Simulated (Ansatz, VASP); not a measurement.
# Two plane-wave programs on HC4

```
C H
1.0
     4.93130    0.00000    0.00000
    -2.46565    4.27064    0.00000
     0.00000    0.00000   18.00003
C H
8 2
Direct
  0.33333 0.16667 0.22222
  0.33333 0.66667 0.22222
  0.83333 0.16667 0.22222
  0.83333 0.66667 0.22222
  0.16667 0.33333 0.22222
  0.16667 0.83333 0.22222
  0.66667 0.33333 0.22222
  0.66667 0.83333 0.22222
  0.10672 0.16667 0.26500
  0.55995 0.16667 0.26500
```

Alike in both runs: task single point; functional PBE; dispersion D3(BJ); k mesh 6 × 6 × 1; occupations gaussian, width 0.1 eV; no spin polarisation.

|  | VASP | Ansatz |
| --- | --- | --- |
| version | VASP 6.6.1 | Ansatz 0.2.0 |
| potentials or method | VASP PAW PBE potentials, release 64 (C, H), cutoff 520 eV | scalar-relativistic, plane waves, PAW |
| valence electrons in the cell | 34 | 34 |

```tsv
	VASP	Ansatz	Ansatz less VASP
gap on the k mesh at the Fermi level (eV)	none	none	-
rms of the force components (eV/Å)	2.135	2.123	-0.0120
```

Atom by atom the forces differ by 0.020 eV/Å (rms over components). A gap of «none» marks a metal or a gap that the smearing closes.
